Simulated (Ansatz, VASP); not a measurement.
# Ga in VASP and in Ansatz

```
Ga
1.0
     2.28651   -3.87036    0.00000
     2.28651    3.87036    0.00000
     0.00000    0.00000    4.58925
Ga
4
Direct
  0.65629 0.34371 0.41748
  0.84371 0.15629 0.91748
  0.34371 0.65629 0.58252
  0.15629 0.84371 0.08252
```

Alike in both runs: functional PBE; k mesh 12 × 12 × 10; occupations gaussian, width 0.1 eV; no spin polarisation.

Ansatz relaxed the structure, and its values are those at the end. VASP's run is a single point on that final structure, the one shown.

|  | VASP | Ansatz |
| --- | --- | --- |
| version | VASP 6.6.1 | Ansatz 0.2.0 |
| potentials or method | VASP PAW PBE potentials, release 64 (Ga_d), cutoff 520 eV | scalar-relativistic, plane waves, PAW |
| valence electrons in the cell | 52 | 52 |

|  | VASP | Ansatz | Ansatz less VASP |
| --- | --- | --- | --- |
| gap on the k mesh at the Fermi level (eV) | none | none | - |
| pressure (GPa) | 0.1 | 0.0 | -0.13 |

A gap of «none» marks a metal or a gap that the smearing closes. With one functional, cell and mesh, what is left measures potentials, basis and numerics.
